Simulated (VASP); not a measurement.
C, 2 atoms in the cell. It takes space group Fd-3m (No. 227, cubic). Conventional cell: a = 3.531 Å, b = 3.531 Å, c = 3.531 Å, α = 90.00°, β = 90.00°, γ = 90.00°. Within 2.0 Å of C (site symmetry -43m) lie 4 C at 1.53 Å. 

- Program: VASP 6.6.1
- Task: single point
- Functional: LDA
- Potentials or basis: VASP PAW LDA potentials, release 64 (C)
- Cutoff: 600 eV
- k mesh: 12 × 12 × 12
- Occupations: gaussian, width 0.02 eV
- Spin: no spin polarisation
- Dipole correction: no
- Further INCAR settings: ALGO = Normal; EDIFF = 1e-06; NBANDS = 11

Potentials or basis: VASP PAW LDA potentials, release 64 (C).

Command:

```sh
$ cat potpaw_LDA.64/C/POTCAR > POTCAR
$ mpirun -np 1 vasp_std > vasp.out
```

Hardware: 1 thread of Intel(R) Xeon(R) Platinum 8488C (Sapphire Rapids), with other jobs on the host.

**Question.** Estimate the wall time of this run.

**Answer.** Run time: 5 s on 1 thread of Intel(R) Xeon(R) Platinum 8488C (Sapphire Rapids), with other jobs on the host, peak memory 0.11 GiB. Counts: scf iterations 11, k points 72.
